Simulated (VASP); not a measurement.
Write the native input for VASP 6.6.1 that does the following.

```yaml
Task: single point
Functional: PBE
Potentials_or_basis: VASP PAW PBE potentials, release 64 (Ti_sv, C)
Cutoff: 520 eV
k_mesh: 26 × 26 × 26
Occupations: gaussian, width 0.15 eV
Spin: no spin polarisation
Dipole_correction: no
Further_INCAR_settings: ALGO = Normal; EDIFF = 1e-06; NBANDS = 15
```

The structure of TiC lies in POSCAR:

```
TiC
1.0
    0.0000000000      1.9301949601      2.7292956736
    1.9301949601      0.0000000000      2.7292956736
    1.9301949601      1.9301949601      0.0000000000
Ti C
1 1
Direct
    0.0000000000      0.0000000000      0.0000000000
    0.5000000000      0.5000000000      0.5000000000
```

This cell differs from its parent crystal: ratio of the length along z to the lengths across it x 1.414, volume and fractional coordinates fixed.

One way to write it, as run:

INCAR

```
PREC = Accurate ; ENCUT = 520
EDIFF = 1E-6 ; ISMEAR = 0
SIGMA = 0.15 ; LREAL = F
LASPH = T ; NELM = 60
ALGO = Normal ; ISIF = 2
LWAVE = F ; LCHARG = F
GGA = PE ; NBANDS = 15
```

KPOINTS

```
Automatic mesh
0
Gamma
  26 26 26
```

Potentials or basis: VASP PAW PBE potentials, release 64 (Ti_sv, C).

Command:

```console
$ cat potpaw_PBE.64/Ti_sv/POTCAR potpaw_PBE.64/C/POTCAR > POTCAR
$ mpirun -np 1 vasp_std > vasp.out
```

It gave:

```
Pressure               : 52.6 GPa
Band gap on the k mesh : zero (bands 8 and 9 overlap by 2.55 eV)
```

Caveat: the stress differs along the axes, from -30 to 94 GPa.

Wall time 9.8 min on 1 thread of Intel Xeon 8259CL, with other jobs on the host, peak memory 0.5 GiB.
